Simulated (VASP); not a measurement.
Write the native input for VASP 6.6.1 that does the following.

* Task: single point
* Functional: BLYP
* Potentials or basis: VASP PAW PBE potentials, release 64 (Al, N)
* Cutoff: 600 eV
* k mesh: 8 × 8 × 8
* Occupations: gaussian, width 0.01 eV
* Spin: no spin polarisation
* Dipole correction: no
* Further INCAR settings: ALGO = Normal; EDIFF = 1e-06; NBANDS = 11

The structure of AlN lies in POSCAR:

```
AlN
1.0
    0.0000000000      1.9690000000      1.9690000000
    1.9690000000      0.0000000000      1.9690000000
    1.9690000000      1.9690000000      0.0000000000
Al N
1 1
Direct
    0.0000000000      0.0000000000      0.0000000000
    0.5000000000      0.5000000000      0.5000000000
```

The input as run:

INCAR

```
PREC = Accurate
ENCUT = 600
EDIFF = 1E-6
ISMEAR = 0
SIGMA = 0.01
LREAL = F
LASPH = T
NELM = 120
ALGO = Normal
ISIF = 2
LWAVE = F
LCHARG = F
GGA = B5
ALDAX = 1.0
AGGAX = 1.0
AGGAC = 1.0
ALDAC = 0.0
NBANDS = 11
GGA_COMPAT = F
```

KPOINTS

```
regular mesh
0
Gamma
  8 8 8
```

Potentials or basis: VASP PAW PBE potentials, release 64 (Al, N).

Run with:

```sh
$ cat potpaw_PBE.64/Al/POTCAR potpaw_PBE.64/N/POTCAR > POTCAR
$ mpirun -np 1 vasp_std > vasp.out
```

It gave:

* Pressure: 35.8 GPa
* Band gap on the k mesh: 5.52 eV, indirect (least direct gap 7.14 eV)

Caveat: the PAW data sets were made with another functional, which shifts forces and pressure a little.

Run time: 10 s on 1 thread of Intel Xeon 6975P-C, on a shared host, peak memory 0.13 GiB.
